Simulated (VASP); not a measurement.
C:

```
CELL_PARAMETERS angstrom
1.22803 0.70900 3.34701
-1.22803 0.70900 3.34701
0.00000 -1.41801 3.34701
ATOMIC_POSITIONS crystal
C 0.83600 0.83600 0.83600
C 0.16400 0.16400 0.16400
```

* Program: VASP 6.6.1
* Task: relaxation of cell and atoms
* Functional: LDA
* Potentials or basis: VASP PAW LDA potentials, release 64 (C)
* Cutoff: 600 eV
* k mesh: 22 × 22 × 22
* Occupations: fermi-dirac, width 0.08 eV
* Spin: no spin polarisation

At the start: pressure -3.8 GPa; volume 8.74 Å³/atom.

Question: How do energy, volume and symmetry change on relaxing?

Answer: Over 23 steps the energy falls by 13.3 meV/atom and the volume is 8.51 Å³/atom (-2.7 %); space group R-3m (No. 166, to 0.1 Å) before and after.

Step by step:
```tsv
step	energy change (eV)	largest force (eV/Å)	pressure (GPa)	volume (Å³)
1	0.0000	0.9027	-3.78	17.48
2	-0.0032	0.5906	8.25	16.97
3	-0.0243	0.1280	2.39	17.22
4	-0.0216	0.2071	-4.23	17.46
5	-0.0260	0.0004	-0.25	17.31
6	-0.0260	0.0020	-0.15	17.31
7	-0.0261	0.0010	-0.11	17.29
8	-0.0262	0.0018	-0.01	17.24
9	-0.0264	0.0075	0.05	17.14
10	-0.0265	0.0192	0.31	16.93
11	-0.0265	0.0146	0.22	17.01
12	-0.0264	0.0111	-0.60	17.01
13	-0.0265	0.0070	-0.03	17.01
14	-0.0265	0.0078	0.01	17.01
15	-0.0265	0.0080	0.01	17.01
16	-0.0265	0.0037	0.04	17.01
17	-0.0265	0.0005	0.02	17.01
18	-0.0265	0.0016	0.02	17.01
19	-0.0265	0.0012	0.03	17.01
20	-0.0265	0.0008	0.03	17.01
21	-0.0265	0.0006	0.03	17.01
22	-0.0265	0.0011	-0.05	17.02
23	-0.0265	0.0000	-0.01	17.01
```

Final structure:
```
CELL_PARAMETERS angstrom
1.22303 0.70612 3.28343
-1.22303 0.70612 3.28343
0.00000 -1.41223 3.28343
ATOMIC_POSITIONS crystal
C 0.83341 0.83341 0.83341
C 0.16659 0.16659 0.16659
```
